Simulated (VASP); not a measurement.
A run of VASP 6.6.1 is set up as follows.

The input INCAR:

```
SYSTEM = C
ALGO = Normal ; DIPOL = 0.5 0.5 0.500
EDIFF = 1E-7 ; ENCUT = 520
GGA = CA ; IDIPOL = 3
ISIF = 2 ; ISMEAR = -1
LASPH = .True. ; LCHARG = .True.
LDIPOL = .True. ; LELF = .True.
LREAL = .False. ; LVACPOTAV = .True.
LVHAR = .True. ; LWAVE = .False.
NBANDS = 16 ; NELM = 100
PREC = Accurate ; SIGMA = 0.02
```

File KPOINTS:

```
k-points
0
Gamma
  10 7 1
  0 0 0
```

File POSCAR:

```
C
1.0
    2.4973051744      0.0000000000      0.0000000000
    0.0000000000      3.5317228470      0.0000000000
    0.0000000000      0.0000000000      7.6011000000
C
4
Direct
    0.0000000000      0.3360805950      0.4604577189
    0.5000000000      0.1639194050      0.4604577189
    0.5000000000      0.8360806466      0.5395422811
    0.0000000000      0.6639193534      0.5395422811
```

Potentials or basis: VASP PAW LDA potentials, release 64 (C).

Command:

```bash
$ cat potpaw_LDA.64/C/POTCAR > POTCAR
$ mpirun -np 1 vasp_std > vasp.out
```

(1) What does it give for the band gap on the k mesh?

(2) Estimate the largest force.

Answers

(1) zero (bands 8 and 9 overlap by 0.98 eV).

(2) 0.036 eV/Å.
